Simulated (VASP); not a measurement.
# Ca8F15 (a cell with a defect) in VASP: single point with PBE

Aim: the single point of Ca8F15 (a cell with a defect) with PBE.

Program: VASP 6.6.1. These are calculated values, not measurements. Logs are shortened: lines on timing, memory, paths and dates and some standing lists are left out, and cuts for length are marked.

## 1. The cell of the first run

The cell holds a defect, 23 atoms: a = 7.726 Å, b = 7.726 Å, c = 7.726 Å, α = 60.00°, β = 60.00°, γ = 60.00°.

## 2. Single point, PBE, collinear spin

Contents of INCAR:

```
SYSTEM = Ca8F15
PREC = Accurate
ENCUT = 520
EDIFF = 1E-6
ISMEAR = 0
SIGMA = 0.02
LREAL = .FALSE.
LASPH = .TRUE.
NELM = 200
ALGO = Normal
ISIF = 2
LWAVE = .FALSE.
LCHARG = .FALSE.
ISPIN = 2
MAGMOM = 0 0 0 0 0 0 0 0 0.08 0.08 0.08 0.08 0 0 0.08 0.08 0.08 0.08 0.05 0.08 0.08 0.08 0.08
LORBIT = 11
GGA = PE
NBANDS = 114
NELECT = 183.0
GGA_COMPAT = .FALSE.
KPAR = 2
NCORE = 2
```

Contents of KPOINTS:

```
Automatic mesh
0
G
  2 2 2
  0 0 0
```

Contents of POSCAR:

```
Ca8F15
1.0
    0.0000000000      5.4632090000      5.4632090000
    5.4632090000      0.0000000000      5.4632090000
    5.4632090000      5.4632090000      0.0000000000
Ca F
8 15
Direct
   -0.0075744860      0.0104499022     -0.0021278703
    0.0069701708     -0.0090189667      0.5003369814
    0.0008807095      0.5002238611     -0.0019928763
    0.0008841873      0.5002227628      0.4995054189
    0.5009307716     -0.0008805264      0.0233673103
    0.5009332427     -0.0008926988      0.4751908631
    0.5113018740      0.4892888044     -0.0009820236
    0.4918154330      0.5017292035      0.5025397161
    0.1340902389      0.1143309729      0.1187340627
    0.3816443779      0.3707425434      0.3752589366
    0.1340454850      0.1143682220      0.6314899357
    0.3816749460      0.3707022741      0.8710012742
    0.1415645091      0.6422940254      0.1073787402
    0.3708830286      0.8664745390      0.3806179665
    0.1235148610      0.6218582339      0.6266158772
    0.5158655838      1.0403944824      0.7212963114
    0.6320216744      0.1286913058      0.1189457515
    0.8623710900      0.3627493475      0.3867467820
    0.8789213446      0.3772332342      0.8712247692
    0.6148223507      0.6339365746      0.1161469385
    0.8699991159      0.8821630291      0.3784393019
    0.6148565797      0.6338944748      0.6337438308
    0.8699621413      0.8821968920      0.8680390957
```

Potentials or basis: VASP PAW PBE potentials, release 64 (Ca_sv, F).

Command:

```console
> cat potpaw_PBE.64/Ca_sv/POTCAR potpaw_PBE.64/F/POTCAR > POTCAR
> mpirun -np 4 vasp_std > vasp.out
```

OUTCAR:

```text
SYSTEM = Ca8F15
   PREC = Accurate
   ENCUT = 520
   EDIFF = 1E-6
   ISMEAR = 0
   LREAL = .FALSE.
   LASPH = .TRUE.
   NELM = 200
   ISIF = 2
   ISPIN = 2
   LORBIT = 11
   GGA = PE
   NELECT = 183.0

 ion  position               nearest neighbor table
   1  0.992  0.010  0.998-  17 2.27  19 2.31  11 2.32   9 2.32  13 2.33  23 2.40  21 2.40
   2  0.007  0.991  0.500-  14 2.30  21 2.32  23 2.32  15 2.33  18 2.35   9 2.41  11 2.41
   3  0.001  0.500  0.998-  15 2.34  19 2.35  12 2.40  23 2.41   9 2.43  20 2.44  18 2.45  13 2.48

   4  0.001  0.500  0.500-  15 2.34  19 2.35  10 2.40  21 2.41  11 2.43  22 2.44  18 2.45  13 2.48

   5  0.501  0.999  0.023-  16 2.14  17 2.25  14 2.26  20 2.32   9 2.33  23 2.34  12 2.35
   6  0.501  0.999  0.475-  16 2.14  17 2.25  14 2.26  22 2.32  11 2.33  21 2.34  10 2.35
   7  0.511  0.489  0.999-  17 2.27  22 2.31  20 2.31  19 2.32  13 2.34  12 2.37  10 2.37
   8  0.492  0.502  0.503-  14 2.30  15 2.32  10 2.33  12 2.33  18 2.34  20 2.44  22 2.44
   9  0.134  0.114  0.119-   1 2.32   5 2.33   2 2.41   3 2.43
  10  0.382  0.371  0.375-   8 2.33   6 2.35   7 2.37   4 2.40
  11  0.134  0.114  0.631-   1 2.32   6 2.33   2 2.41   4 2.43
  12  0.382  0.371  0.871-   8 2.33   5 2.35   7 2.37   3 2.40
  13  0.142  0.642  0.107-   1 2.33   7 2.34   3 2.48   4 2.48
  14  0.371  0.866  0.381-   5 2.26   6 2.26   2 2.30   8 2.30
  15  0.124  0.622  0.627-   8 2.32   2 2.33   4 2.34   3 2.34
  16  0.516  0.040  0.721-   5 2.14   6 2.14
  17  0.632  0.129  0.119-   5 2.25   6 2.25   1 2.27   7 2.27
  18  0.862  0.363  0.387-   8 2.34   2 2.35   3 2.45   4 2.45
  19  0.879  0.377  0.871-   1 2.31   7 2.32   4 2.35   3 2.35
  20  0.615  0.634  0.116-   7 2.31   5 2.32   3 2.44   8 2.44
  21  0.870  0.882  0.378-   2 2.32   6 2.34   1 2.40   4 2.41
  22  0.615  0.634  0.634-   7 2.31   6 2.32   4 2.44   8 2.44
  23  0.870  0.882  0.868-   2 2.32   5 2.34   1 2.40   3 2.41

  LATTYP: Found a face centered cubic cell.
 ALAT       =    10.9264180000

  Lattice vectors:

 A1 = (   0.0000000000,   5.4632090000,   5.4632090000)
 A2 = (   5.4632090000,   0.0000000000,   5.4632090000)
 A3 = (   5.4632090000,   5.4632090000,   0.0000000000)

Analysis of symmetry for initial positions (statically):
=====================================================================
 Subroutine PRICEL returns:
 Original cell was already a primitive cell.

 Routine SETGRP: Setting up the symmetry group for a
 face centered cubic supercell.

 Subroutine GETGRP returns: Found  1 space group operations
 (whereof  1 operations were pure point group operations)
 out of a pool of 48 trial point group operations.

The static configuration has the point symmetry C_1 .

Analysis of symmetry for dynamics (positions and initial velocities):
=====================================================================
 Subroutine PRICEL returns:
 Original cell was already a primitive cell.

[... 196 lines left out ...]

 val. band max:       -1.4052498127   @ k =   0.5000   0.5000   0.0000
 cond. band min:      -1.3967501123   @ k =   0.0000   0.0000   0.0000
 fundamental gap:      0.0084997004
 Fermi energy:        -1.4039671392

 spin component 1

 k-point     1 :       0.0000    0.0000    0.0000
  band No.  band energies     occupation
      1     -37.1574      1.00000
      2     -37.1435      1.00000
      3     -37.1112      1.00000
      4     -37.0840      1.00000
      5     -37.0733      1.00000
      6     -37.0445      1.00000
[... 837 lines left out ...]
    102       8.1033      0.00000
    103       8.1989      0.00000
 Fermi energy:        -1.4039671392

 spin component 2

 k-point     1 :       0.0000    0.0000    0.0000
  band No.  band energies     occupation
      1     -37.1586      1.00000
      2     -37.1448      1.00000
      3     -37.1125      1.00000
      4     -37.0851      1.00000
      5     -37.0745      1.00000
      6     -37.0454      1.00000
[... 837 lines left out ...]
    102       8.1194      0.00000
    103       8.2060      0.00000
 [bands above 103 left out]

------------------------ aborting loop because EDIFF is reached ----------------------------------------

  FORCE on cell =-STRESS in cart. coord.  units (eV):
  Direction    XX          YY          ZZ          XY          YZ          ZX
  --------------------------------------------------------------------------------------
  -------------------------------------------------------------------------------------
  Total       -3.6615663     -3.6576951     -8.0548903      1.6883355      0.0547218     -0.0604856
  in kB      -17.9888768    -17.9698578    -39.5727994      8.2946083      0.2688421     -0.2971589
  external PRESSURE =     -25.1771780 kB  Pullay stress =       0.0000000 kB

 VOLUME and BASIS-vectors are now :
 -----------------------------------------------------------------------------
  energy-cutoff  :      520.00
  volume of cell :      326.12
      direct lattice vectors                 reciprocal lattice vectors
     0.000000000  5.463209000  5.463209000    -0.091521302  0.091521302  0.091521302
     5.463209000  0.000000000  5.463209000     0.091521302 -0.091521302  0.091521302
     5.463209000  5.463209000  0.000000000     0.091521302  0.091521302 -0.091521302

 POSITION                                       TOTAL-FORCE (eV/Angst)
 -----------------------------------------------------------------------------------
      5.50867     10.87341      5.47892        -0.001988      0.002823     -0.025602
      8.14738      2.77152      5.45202         0.027195     -0.027050     -0.026546
      8.18515      5.45713      2.73764         0.018582      0.014382     -0.012639
      5.46172      2.73373      2.73765        -0.014378     -0.018757     -0.012687
      5.58606      2.86435      8.19509         0.007631      0.006260     -0.022477
      8.05440      5.33277      8.19503         0.003303      0.000705     -0.020568
[... 15 lines left out ...]
      6.92537      6.82137      6.82219         0.008629     -0.000971     -0.014726
      9.56191      9.49506      9.57241        -0.000917      0.031461     -0.014057
 -----------------------------------------------------------------------------------
    total drift:                                0.000127      0.000137     -0.001090

  FREE ENERGIE OF THE ION-ELECTRON SYSTEM (eV)
  ---------------------------------------------------
  free  energy   TOTEN  =      -133.5836171694 eV

  energy  without entropy=     -133.5789775358  energy(sigma->0) =     -133.58129735

 total charge

# of ion       s       p       d       tot
------------------------------------------
    1        2.019   5.865   0.207   8.092
    2        2.018   5.863   0.199   8.080
    3        2.014   5.857   0.178   8.049
    4        2.014   5.858   0.178   8.049
    5        2.026   5.879   0.248   8.152
    6        2.025   5.879   0.247   8.152
[... 15 lines left out ...]
   22        1.735   4.350   0.000   6.085
   23        1.736   4.348   0.000   6.083
--------------------------------------------------
tot         42.181 112.305   1.663 156.148

 magnetization (x)

# of ion       s       p       d       tot
------------------------------------------
    1       -0.000   0.000  -0.001  -0.001
    2       -0.000  -0.000  -0.001  -0.002
    3       -0.000  -0.000  -0.001  -0.002
    4       -0.000  -0.000  -0.001  -0.002
    5       -0.000   0.000  -0.002  -0.002
    6       -0.000   0.000  -0.002  -0.002
[... 15 lines left out ...]
   22        0.000   0.074   0.000   0.075
   23        0.001   0.085   0.000   0.086
--------------------------------------------------
tot          0.003   0.910  -0.010   0.903
```

stdout:

```text
POSCAR found type information on POSCAR CaF
 POSCAR found :  2 types and      23 ions
 scaLAPACK will be used
 -----------------------------------------------------------------------------
|                                                                             |
|                                                                             |
|     You have a (more or less) 'large supercell' and for larger cells it     |
|     might be more efficient to use real-space projection operators.         |
|     Therefore, try LREAL= Auto in the INCAR file.                           |
|     Mind: For very accurate calculation, you might also keep the            |
|     reciprocal projection scheme (i.e. LREAL=.FALSE.).                      |
|                                                                             |
 -----------------------------------------------------------------------------

 LDA part: xc-table for (Slater+PW92), standard interpolation
 POSCAR, INCAR and KPOINTS ok, starting setup
 FFT: planning ... GRIDC
 FFT: planning ... GRID_SOFT
 FFT: planning ... GRID
 WAVECAR not read
 entering main loop
 the old and the new charge density differ
 old charge density:   185.00000 new  183.00000
BRMIX: very serious problems
 the old and the new charge density differ
 old charge density:   185.00000 new  183.00000
    0.215E+01
```

Wall time 11 min (4 MPI ranks of Intel Xeon Platinum 8124M at 3.00GHz (Skylake/Cascade Lake), shared host); peak memory 0.54 GiB.

Results:

```yaml
Free_energy: -133.5836 eV
Largest_force: 0.338 eV/Å
Net_moment: 1.00 μB per cell
Site_moments: Ca -0.00; F +0.07, +0.09, +0.04, +0.02, +0.11, +0.01 (each value once) μB
Valence_electrons_inside_the_program's_atomic_spheres: Ca 8.09, 8.08, 8.05, 8.15, 8.10, 8.07 (each value once); F 6.09, 6.08, 6.13, 6.11, 6.07 (each value once)
```

Forces in eV/Å, atoms in the order of the input:
```
Ca  -0.002  0.003 -0.026
Ca   0.027 -0.027 -0.027
Ca   0.019  0.014 -0.013
Ca  -0.014 -0.019 -0.013
Ca   0.008  0.006 -0.022
Ca   0.003  0.001 -0.021
Ca   0.008 -0.007 -0.016
Ca  -0.027  0.027 -0.027
F   -0.016 -0.005 -0.013
F    0.003 -0.028 -0.019
F    0.002  0.017 -0.012
F    0.029 -0.005 -0.018
F   -0.002  0.001 -0.001
F    0.003  0.000 -0.040
F    0.003 -0.002 -0.013
F   -0.027  0.006  0.337
F    0.006 -0.004 -0.008
F   -0.002  0.002  0.020
F    0.003 -0.002 -0.011
F   -0.002 -0.008 -0.016
F   -0.030 -0.002 -0.015
F    0.009 -0.001 -0.015
F   -0.001  0.031 -0.014
```

Caveat: the k points lie up to 0.50 Å⁻¹ apart; the cell carries a net charge on a neutralising background, which shifts energy and pressure; the cell is charged against a uniform background, so pressure and absolute levels hang on convention.
